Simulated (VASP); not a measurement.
Crystal: Ge2Sb2O.

```
Ge Sb O
1.0
     3.63608    0.00000    0.00000
     0.00000    3.63608    0.00000
     0.00000    0.00000    8.51062
Ge Sb O
2 2 1
Direct
  0.50000 0.50000 0.22368
  0.50000 0.50000 0.77632
  0.00000 0.00000 0.00000
  0.00000 0.00000 0.50000
  0.50000 0.50000 0.50000
```

The cell was generated, and may not be a known phase.

| Item | Value |
| --- | --- |
| Program | VASP 6.6.1 |
| Task | relaxation of cell and atoms |
| Functional | PBE |
| Potentials or basis | VASP PAW PBE potentials, release 64 (Ge_d, Sb, O) |
| Cutoff | 600 eV |
| k mesh | 6 × 6 × 2 |
| Occupations | gaussian, width 0.1 eV |
| Spin | no spin polarisation |

At the start: pressure -4.4 GPa; volume 22.50 Å³/atom.

Q: Where does the relaxation end?

A: Over 27 steps the energy falls by 69.4 meV/atom and the volume is 20.98 Å³/atom (-6.8 %); space group P4/mmm (No. 123, to 0.1 Å) before and after.

The path:
```
step  energy change (eV)  largest force (eV/Å)  pressure (GPa)  volume (Å³)
   1              0.0000                0.1320           -4.41       112.52
   2             -0.1266                0.3006            0.95       102.72
   3             -0.1295                0.2787            0.15       103.91
   4             -0.1437                0.2179            0.21       103.71
   5             -0.1821                0.0335            0.62       103.08
   6             -0.2270                0.2644            2.19       101.64
   7             -0.2200                0.3942            3.45       100.85
   8             -0.2280                0.3099            2.60       101.35
   9             -0.2339                0.3273            2.54       101.53
  10             -0.2487                0.3742            2.40       102.07
  11             -0.2649                0.4609            2.23       103.10
  12             -0.2392                0.5425            2.33       105.05
  13             -0.2645                0.4966            2.24       103.56
  14             -0.2779                0.4667            1.62       104.29
  15             -0.3005                0.3641           -0.11       106.52
  16             -0.3022                0.3254           -0.67       107.32
  17             -0.3091                0.2969           -0.64       107.24
  18             -0.3234                0.1940           -0.50       107.00
  19             -0.3232                0.0253           -0.08       106.51
  20             -0.3280                0.1101           -0.32       106.76
  21             -0.3319                0.1101           -0.10       106.27
  22             -0.3384                0.1085            0.63       104.78
  23             -0.3418                0.0965            0.37       105.00
  24             -0.3448                0.0758           -0.18       105.47
  25             -0.3448                0.0743           -0.22       105.51
  26             -0.3457                0.0621           -0.17       105.36
  27             -0.3472                0.0252            0.01       104.92
```

Final structure:
```cif
data_structure
_symmetry_space_group_name_H-M 'P 1'
_symmetry_Int_Tables_number 1
_cell_length_a 3.3617
_cell_length_b 3.3617
_cell_length_c 9.2845
_cell_angle_alpha 90.000
_cell_angle_beta 90.000
_cell_angle_gamma 90.000
_cell_volume 104.92
loop_
_atom_site_label
_atom_site_type_symbol
_atom_site_fract_x
_atom_site_fract_y
_atom_site_fract_z
_atom_site_occupancy
Ge1 Ge 0.50000 0.50000 0.21558 1
Ge2 Ge 0.50000 0.50000 0.78442 1
Sb1 Sb 0.00000 0.00000 0.00000 1
Sb2 Sb 0.00000 0.00000 0.50000 1
O1 O 0.50000 0.50000 0.50000 1
```

Caveat: the k points lie up to 0.34 Å⁻¹ apart in the final cell, too coarse for converged energies and pressures of a metal.
